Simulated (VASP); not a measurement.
Write the native input for VASP 6.6.1 that does the following.

```
Task                   : relaxation of cell and atoms
Functional             : r2SCAN
Potentials or basis    : VASP PAW PBE potentials, release 64 (Pt)
Cutoff                 : 550 eV
k mesh                 : 15 × 15 × 15
Occupations            : methfessel-paxton, width 0.05 eV
Spin                   : no spin polarisation
Target pressure        : 10 GPa
Dipole correction      : no
Further INCAR settings : ALGO = Normal; EDIFF = 1e-07; IBRION = 2; EDIFFG = -0.01; NSW = 80; ISIF = 3
```

Pt:

```
CELL_PARAMETERS angstrom
-1.58422 1.58422 1.58422
1.58422 -1.58422 1.58422
1.58422 1.58422 -1.58422
ATOMIC_POSITIONS crystal
Pt 0.00000 0.00000 0.00000
```

This isn't the form of Pt at room conditions, which is fcc.

These files were run (other wordings do the same):

POSCAR

```
Pt
1.0
   -1.5842200000      1.5842200000      1.5842200000
    1.5842200000     -1.5842200000      1.5842200000
    1.5842200000      1.5842200000     -1.5842200000
Pt
1
Direct
    0.0000000000      0.0000000000      0.0000000000
```

INCAR.step1

```
PREC = Accurate ; ENCUT = 550
ISMEAR = 1 ; SIGMA = 0.05
LREAL = F ; LASPH = T
NELM = 120 ; GGA = PE
ALGO = Normal ; EDIFF = 1E-5
LWAVE = T ; LCHARG = F
GGA_COMPAT = F ; IBRION = 2
ISIF = 3 ; EDIFFG = -0.005
NELMIN = 4 ; NSW = 100
```

INCAR.step2

```
PREC = Accurate ; ENCUT = 550
EDIFF = 1E-7 ; ISMEAR = 1
SIGMA = 0.05 ; LREAL = F
LASPH = T ; NELM = 120
ALGO = Normal ; ISIF = 3
LWAVE = F ; LCHARG = F
METAGGA = R2SCAN ; LMIXTAU = T
IBRION = 2 ; NSW = 80
EDIFFG = -0.01 ; PSTRESS = 100.0
ISTART = 1 ; GGA_COMPAT = F
NELMIN = 4
```

KPOINTS

```
regular mesh
0
Gamma
  15 15 15
```

Potentials or basis: VASP PAW PBE potentials, release 64 (Pt).

The run is started by

```bash
$ cat potpaw_PBE.64/Pt/POTCAR > POTCAR
$ cp INCAR.step1 INCAR
$ mpirun -np 1 vasp_std > vasp.out
$ cp INCAR.step2 INCAR
$ mpirun -np 1 vasp_std > vasp.out
```

It gave:

- Relaxed volume: 14.97 Å³/atom
- Relaxed cell: a = 2.689 Å, b = 2.689 Å, c = 2.689 Å, α = 109.47°, β = 109.47°, γ = 109.47°
- Space group after relaxing (to 0.1 Å): Im-3m (No. 229)
- Energy change on relaxing (the run minimises the enthalpy): +8.0 meV/atom
- Ionic steps: 5
- Pressure after relaxing: 10.0 GPa
- Band gap on the k mesh: zero (bands 5 and 6 overlap by 2.48 eV)

Caveat: the cell is relaxed towards a set pressure, so the run minimises the enthalpy, not the energy; the PAW data sets were made with another functional, which shifts forces and pressure a little; spin-orbit coupling is left out, which moves the levels of the heavy elements.

Run time: 3.8 min on 1 thread of Intel(R) Xeon(R) Platinum 8259CL CPU @ 2.50GHz (Skylake/Cascade Lake), on a shared host, peak memory 0.17 GiB.
